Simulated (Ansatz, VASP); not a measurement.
# One calculation of CaCu2S2, two programs

Contents of INCAR:

```
SYSTEM = CaCu2S2
PREC = Accurate ; ENCUT = 520
EDIFF = 1E-6 ; ISMEAR = 0
SIGMA = 0.1 ; LREAL = .False.
LASPH = .True. ; NELM = 150
ALGO = Normal ; ISIF = 2
LWAVE = .False. ; LCHARG = .False.
ISPIN = 2 ; MAGMOM = 0 1 1 0 0
LORBIT = 11 ; LMAXMIX = 4
GGA = PS ; NBANDS = 34
```

File KPOINTS:

```
Automatic mesh
0
Gamma
  6 6 4
  0 0 0
```

The input POSCAR:

```
CaCu2S2
1.0
    3.9399999606      0.0000000000      0.0000000000
   -1.9699999803      3.4121400568      0.0000000000
    0.0000000000      0.0000000000      6.5230000000
Ca Cu S
1 2 2
Direct
    0.0000000000      0.0000000000      0.0000000000
    0.3333333333      0.6666666667      0.3764900000
    0.6666666667      0.3333333333      0.6235100000
    0.3333333333      0.6666666667      0.7463000000
    0.6666666667      0.3333333333      0.2537000000
```

Input for Ansatz:

```yaml
crystal:
  lattice:
    - [3.9399999606, 0.0, 0.0]
    - [-1.9699999803, 3.4121400568, 0.0]
    - [0.0, 0.0, 6.523]
  atoms:
    - { symbol: Ca, position: [0.0, 0.0, 0.0] }
    - { symbol: Cu, position: [0.3333333333, 0.6666666667, 0.37649], spin: 1.0 }
    - { symbol: Cu, position: [0.6666666667, 0.3333333333, 0.62351], spin: 1.0 }
    - { symbol: S, position: [0.3333333333, 0.6666666667, 0.7463] }
    - { symbol: S, position: [0.6666666667, 0.3333333333, 0.2537] }
basis:
  ecutwfc: 420
kpoints:
  mp_grid: { grid: [6, 6, 4] }
hamiltonian:
  xc: pbesol
scf:
  occupations: { method: gaussian, width: 0.1 }
  lower_state_search: "off"
output:
  forces: true
  stress: true
  eigenvalues: true
  populations: true
magnetization:
  spin_polarized: true
```

Alike in both runs: task single point; functional PBEsol; k mesh 6 × 6 × 4; occupations gaussian, width 0.1 eV; collinear spin.

|  | VASP | Ansatz |
| --- | --- | --- |
| version | VASP 6.6.1 | Ansatz 0.2.0 |
| potentials or method | VASP PAW PBE potentials, release 64 (Ca_sv, Cu, S), cutoff 520 eV | scalar-relativistic, plane waves, PAW |
| valence electrons in the cell | 44 | 60 |

|  | VASP | Ansatz | Ansatz less VASP |
| --- | --- | --- | --- |
| gap on the k mesh at the Fermi level (eV) | 1.00 | 0.98 | -0.022 |
| least direct gap on the mesh (eV) | 1.00 | 0.98 | -0.022 |
| pressure (GPa) | -4.6 | -5.0 | -0.33 |
| traceless stress, the component that is largest in VASP (GPa) | 0.09 | 0.10 | +0.018 |
| rms of the force components (eV/Å) | 0.163 | 0.166 | +0.0029 |
| net moment per atom (μB) | 0.00 | 0.00 | 0.000 |

VASP's potentials were made for PBE, not for PBEsol. Atom by atom the forces differ by 0.003 eV/Å (rms over components). VASP's potentials hold 44 valence electrons a cell and Ansatz's 60, so a difference there can come from the potentials and not from the codes. Ansatz's warnings: seeded moment not kept.
